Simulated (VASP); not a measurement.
# GaN (I-4m2) in VASP: further runs, part 2 of 2

VASP 6.6.1. Earlier steps stand in the parts before.

### 3 Single point, PBE (epitaxial xy strain -1.0%)

INCAR reads:

```
SYSTEM = GaN
  PREC = Accurate
  ENCUT = 520
  EDIFF = 1E-6
  ISMEAR = -1
  SIGMA = 0.02
  LREAL = .FALSE.
  LASPH = .TRUE.
  NELM = 80
  ALGO = Normal
  ISIF = 2
  LWAVE = .FALSE.
  LCHARG = .TRUE.
  GGA = PE
  LELF = .TRUE.
  LVHAR = .TRUE.
  NBANDS = 16
```

KPOINTS reads:

```
regular mesh
0
G
  10 10 10
  0 0 0
```

POSCAR reads:

```
GaN
1.0
    0.0000000000      2.2264630157      2.2727256636
    2.2264630157      0.0000000000      2.2727256636
    2.2264630157      2.2264630157      0.0000000000
Ga N
1 1
Direct
    0.0000000000      0.0000000000      0.0000000000
    0.2500000000      0.2500000000      0.2500000000
```

Potentials or basis: VASP PAW PBE potentials, release 64 (Ga_d, N).

Run with:

```console
> cat potpaw_PBE.64/Ga_d/POTCAR potpaw_PBE.64/N/POTCAR > POTCAR
> mpirun -np 1 vasp_std > vasp.out
```

OUTCAR:

```text
SYSTEM = GaN
   PREC = Accurate
   ENCUT = 520
   EDIFF = 1E-6
   ISMEAR = -1
   LREAL = .FALSE.
   LASPH = .TRUE.
   NELM = 80
   ISIF = 2
   GGA = PE

 ion  position               nearest neighbor table
   1  0.000  0.000  0.000-   2 1.94   2 1.94   2 1.94   2 1.94
   2  0.250  0.250  0.250-   1 1.94   1 1.94   1 1.94   1 1.94

  LATTYP: Found a body centered tetragonal cell.
 ALAT       =     3.1486941929
 C/A-ratio  =     1.4435988536

  Lattice vectors:

 A1 = (  -2.2264630157,   0.0000000000,   2.2727256636)
 A2 = (   2.2264630157,   0.0000000000,   2.2727256636)
 A3 = (   0.0000000000,   2.2264630157,  -2.2727256636)

Analysis of symmetry for initial positions (statically):
=====================================================================
 Subroutine PRICEL returns:
 Original cell was already a primitive cell.

 Routine SETGRP: Setting up the symmetry group for a
 body centered tetragonal supercell.

 Subroutine GETGRP returns: Found  8 space group operations
 (whereof  8 operations were pure point group operations)
[... 160 lines left out ...]

  energy without entropy =      -12.12589738  energy(sigma->0) =      -12.12589738

 E-fermi :   5.8390     XC(G=0): -11.7514

 val. band max:        5.4860800163   @ k =   0.0000   0.0000   0.0000
 cond. band min:       7.2770550315   @ k =   0.0000   0.0000   0.0000
 fundamental gap:      1.7909750153
 Fermi energy:         5.8389793512

 k-point     1 :       0.0000    0.0000    0.0000
  band No.  band energies     occupation
      1     -10.6149      2.00000
      2      -8.0186      2.00000
      3      -7.9954      2.00000
      4      -7.9954      2.00000
      5      -7.6683      2.00000
      6      -7.6672      2.00000
[... 433 lines left out ...]
      3      -7.7654      2.00000
      4      -7.7634      2.00000
      5      -7.6096      2.00000
      6      -6.8137      2.00000
[... 8 lines left out ...]
     15      28.0996      0.00000
     16      28.2309      0.00000

 [... further k-points ...]

------------------------ aborting loop because EDIFF is reached ----------------------------------------

  FORCE on cell =-STRESS in cart. coord.  units (eV):
  Direction    XX          YY          ZZ          XY          YZ          ZX
  --------------------------------------------------------------------------------------
  -------------------------------------------------------------------------------------
  Total        1.2715786      1.2715786      0.9086368      0.0000000      0.0000000     -0.0000000
  in kB       90.4161109     90.4161109     64.6089872      0.0000000      0.0000000     -0.0000000
  external PRESSURE =      81.8137363 kB  Pullay stress =       0.0000000 kB

 VOLUME and BASIS-vectors are now :
 -----------------------------------------------------------------------------
  energy-cutoff  :      520.00
  volume of cell :       22.53
      direct lattice vectors                 reciprocal lattice vectors
     0.000000000  2.226463016  2.272725664    -0.224571438  0.224571438  0.220000156
     2.226463016  0.000000000  2.272725664     0.224571438 -0.224571438  0.220000156
     2.226463016  2.226463016  0.000000000     0.224571438  0.224571438 -0.220000156

 POSITION                                       TOTAL-FORCE (eV/Angst)
 -----------------------------------------------------------------------------------
      0.00000      0.00000      0.00000        -0.000000     -0.000000     -0.000000
      1.11323      1.11323      1.13636         0.000000      0.000000      0.000000
 -----------------------------------------------------------------------------------
    total drift:                                0.000001      0.000001      0.000002

  FREE ENERGIE OF THE ION-ELECTRON SYSTEM (eV)
  ---------------------------------------------------
  free  energy   TOTEN  =       -12.1258973791 eV

  energy  without entropy=      -12.1258973791  energy(sigma->0) =      -12.12589738
```

It took 41 s on 1 thread of Intel Xeon 8259CL, shared host; peak memory 0.16 GiB.

What came out:

```yaml
Free_energy: -12.1259 eV
Pressure: 8.2 GPa
Band_gap_on_the_k_mesh: 1.79 eV, direct
```

Levels at points of the mesh, in eV from the valence-band top:
```tsv
k point	band 7	band 8	band 9	band 10	band 11	band 12
(0.00, 0.00, 0.00)	-0.10	0.00	0.00	1.79	10.35	10.35
(0.50, 0.00, 0.00)	-7.17	-1.10	-0.94	4.70	8.77	10.28
(0.50, 0.50, 0.00)	-6.37	-2.68	-2.68	3.42	6.94	11.59
(0.50, 0.00, 0.50)	-6.14	-2.84	-2.84	3.28	6.61	11.88
```

Caveat: the cell differs from its parent crystal (epitaxial xy strain -1.0%).
